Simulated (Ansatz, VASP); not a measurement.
Two plane-wave programs on La

```
CELL_PARAMETERS angstrom
3.77308 0.00000 0.00000
-1.88654 3.26758 0.00000
0.00000 0.00000 5.95937
ATOMIC_POSITIONS crystal
La 0.33333 0.66667 0.25000
La 0.66667 0.33333 0.75000
```

Alike in both runs: task single point; functional r2SCAN; k mesh 11 × 11 × 6; occupations fermi-dirac, width 0.1 eV; no spin polarisation.

|  | VASP | Ansatz |
| --- | --- | --- |
| version | VASP 6.6.1 | Ansatz 0.2.0 |
| potentials or method | VASP PAW PBE potentials, release 64 (La), cutoff 520 eV | plane waves (500 eV) with PAW, scalar-relativistic |
| valence electrons in the cell | 22 | 22 |

```csv
,VASP,Ansatz,Ansatz less VASP
pressure (GPa),1.0,0.9,-0.07
```

VASP's potentials were made for PBE, not for r2SCAN.

Neither program's run includes spin-orbit coupling.
